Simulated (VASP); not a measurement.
Set up this calculation in VASP 6.6.1, as the native input.

```
Task                   : relaxation of the atoms
Functional             : PBE
Potentials or basis    : VASP PAW PBE potentials, release 64 (Sn_d, O)
Cutoff                 : 520 eV
k mesh                 : 6 × 6 × 10
Occupations            : gaussian, width 0.05 eV
Spin                   : no spin polarisation
Dipole correction      : no
Further INCAR settings : ALGO = Normal; EDIFF = 1e-07; IBRION = 2; EDIFFG = -0.01; NSW = 60
```

The structure of SnO2 lies in POSCAR:

```
SnO2
1.0
    4.7380000000      0.0000000000      0.0000000000
    0.0000000000      4.7380000000      0.0000000000
    0.0000000000      0.0000000000      3.1865000000
Sn O
2 4
Direct
    0.0000000000      0.0000000000      0.0000000000
    0.5000000000      0.5000000000      0.5000000000
    0.3065715033      0.3065715033      0.0000000000
    0.1934284967      0.8065715033      0.5000000000
    0.6934284967      0.6934284967      0.0000000000
    0.8065715033      0.1934284967      0.5000000000
```

One way to write it, as run:

INCAR

```
SYSTEM = SnO2
  PREC = Accurate
  ENCUT = 520
  EDIFF = 1E-7
  ISMEAR = 0
  SIGMA = 0.05
  LREAL = .FALSE.
  LASPH = .TRUE.
  NELM = 80
  ALGO = Normal
  ISIF = 2
  LWAVE = .FALSE.
  LCHARG = .FALSE.
  GGA = PE
  IBRION = 2
  NSW = 60
  EDIFFG = -0.01
  KPAR = 4
```

KPOINTS

```
Automatic mesh
0
G
  6 6 10
  0 0 0
```

Potentials or basis: VASP PAW PBE potentials, release 64 (Sn_d, O).

Command:

```bash
$ cat potpaw_PBE.64/Sn_d/POTCAR potpaw_PBE.64/O/POTCAR > POTCAR
$ mpirun -np 4 vasp_std > vasp.out
```

Results of the run:

```json
{"Energy gained by relaxing": "0.6 meV/atom", "Ionic steps": "3", "Pressure after relaxing": "11.4 GPa", "Band gap on the k mesh": "1.23 eV"}
```

Caveat: spin-orbit coupling is left out, which moves the levels of the heavy elements.

Run time: 110 s on 4 MPI ranks on AMD EPYC 7R43 64-Core Processor (Zen 3), on a shared host, peak memory 0.22 GiB a rank.
